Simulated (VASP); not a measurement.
ZnCu:

```
Zn Cu
1.0
     2.94500    0.00000    0.00000
     0.00000    2.94500    0.00000
     0.00000    0.00000    2.94500
Zn Cu
1 1
Direct
  0.50000 0.50000 0.50000
  0.00000 0.00000 0.00000
```

| Quantity | Value |
| --- | --- |
| Program | VASP 6.6.1 |
| Task | relaxation of cell and atoms |
| Functional | PBE |
| Potentials or basis | VASP PAW PBE potentials, release 64 (Zn, Cu) |
| Cutoff | 600 eV |
| k mesh | 12 × 12 × 12 |
| Occupations | gaussian, width 0.1 eV |
| Spin | no spin polarisation |

At the start: pressure 3.1 GPa; volume 12.77 Å³/atom.

Task: How do energy, volume and symmetry change on relaxing?

Result: Over 3 steps the energy falls by 3.0 meV/atom and the volume is 13.09 Å³/atom (+2.5 %); space group Pm-3m (No. 221, to 0.1 Å) before and after.

The path:
| step | energy change (eV) | largest force (eV/Å) | pressure (GPa) | volume (Å³) |
| --- | --- | --- | --- | --- |
| 1 | 0.0000 | 0.0000 | 3.08 | 25.54 |
| 2 | -0.0050 | 0.0000 | -1.11 | 26.46 |
| 3 | -0.0059 | 0.0000 | 0.03 | 26.19 |

Final structure:
```
Zn Cu
1.0
     2.96954    0.00000    0.00000
     0.00000    2.96954    0.00000
     0.00000    0.00000    2.96954
Zn Cu
1 1
Direct
  0.50000 0.50000 0.50000
  0.00000 0.00000 0.00000
```
